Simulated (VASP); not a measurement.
The system is LiSb7.

```
Li Sb
1.0
     6.33571    0.00000    0.00000
    -3.16785    5.48688    0.00000
     0.00000    0.00000    6.40094
Li Sb
1 7
Direct
  0.00000 0.00000 0.50000
  0.43194 0.00000 0.74387
  0.00000 0.43194 0.74387
  0.56806 0.56806 0.74387
  0.43194 0.00000 0.25613
  0.00000 0.43194 0.25613
  0.56806 0.56806 0.25613
  0.00000 0.00000 0.00000
```

```yaml
Program: VASP 6.6.1
Task: relaxation of cell and atoms
Functional: PBE
Potentials_or_basis: VASP PAW PBE potentials, release 64 (Li_sv, Sb)
Cutoff: 600 eV
k_mesh: 9 × 9 × 6
Occupations: gaussian, width 0.1 eV
Spin: no spin polarisation
```

At the start: pressure -0.2 GPa; volume 27.81 Å³/atom.

How do energy, volume and symmetry change on relaxing?

Over 17 steps the energy falls by 5.6 meV/atom and the volume is 27.75 Å³/atom (-0.2 %); space group P-62m (No. 189, to 0.05 Å).

The path:
```tsv
step	energy change (eV)	largest force (eV/Å)	pressure (GPa)	volume (Å³)
1	0.0000	0.0473	-0.19	222.52
2	-0.0069	0.0626	0.05	221.46
3	-0.0148	0.0953	0.64	218.97
4	-0.0179	0.0994	0.59	219.18
5	-0.0210	0.1096	0.48	219.62
6	-0.0241	0.1033	0.30	220.36
7	-0.0276	0.0887	-0.17	222.33
8	-0.0290	0.0841	-0.15	222.21
9	-0.0324	0.0714	-0.06	221.83
10	-0.0360	0.0497	0.13	221.07
11	-0.0379	0.0485	0.11	221.18
12	-0.0428	0.0353	0.07	221.51
13	-0.0424	0.0377	0.05	222.15
14	-0.0448	0.0073	0.05	221.80
15	-0.0448	0.0038	0.05	221.83
16	-0.0448	0.0052	0.05	221.81
17	-0.0448	0.0051	0.00	222.04
```

Final structure:
```
CELL_PARAMETERS angstrom
6.41066 0.00000 0.00000
-3.20533 5.55179 0.00000
0.00000 0.00000 6.23859
ATOMIC_POSITIONS crystal
Li 0.00000 0.00000 0.50000
Sb 0.43637 0.00000 0.75385
Sb 0.00000 0.43637 0.75385
Sb 0.56363 0.56363 0.75385
Sb 0.43637 0.00000 0.24615
Sb 0.00000 0.43637 0.24615
Sb 0.56363 0.56363 0.24615
Sb 0.00000 0.00000 0.00000
```

Caveat: the cutoff is under 1.25 times the usual one of these potentials, so pressure, stress and relaxed cells hold a basis-set (Pulay) error.
